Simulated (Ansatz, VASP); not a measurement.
# One calculation of AlCu3, two programs

```
Al Cu
1.0
     3.64182    0.00000    0.00000
     0.00000    3.64182    0.00000
     0.00000    0.00000    3.64182
Al Cu
1 3
Direct
  0.00000 0.00000 0.00000
  0.50000 0.50000 0.00000
  0.50000 0.00000 0.50000
  0.00000 0.50000 0.50000
```

Alike in both runs: functional r2SCAN; k mesh 12 × 12 × 12; occupations gaussian, width 0.1 eV; no spin polarisation.

Ansatz relaxed the structure, and its values are those at the end. VASP's run is a single point on that final structure, the one shown.

```csv
,VASP,Ansatz
version,VASP 6.6.1,Ansatz 0.2.0
potentials or method,"VASP PAW PBE potentials, release 64 (Al, Cu), cutoff 520 eV","scalar-relativistic, plane waves, PAW"
valence electrons in the cell,36,60
```

```csv
,VASP,Ansatz,Ansatz less VASP
gap on the k mesh at the Fermi level (eV),none,none,-
pressure (GPa),0.4,0.0,-0.35
```

VASP's potentials were made for PBE, not for r2SCAN. A gap of «none» marks a metal or a gap that the smearing closes. VASP's potentials hold 36 valence electrons a cell and Ansatz's 60, so a difference there can come from the potentials and not from the codes.
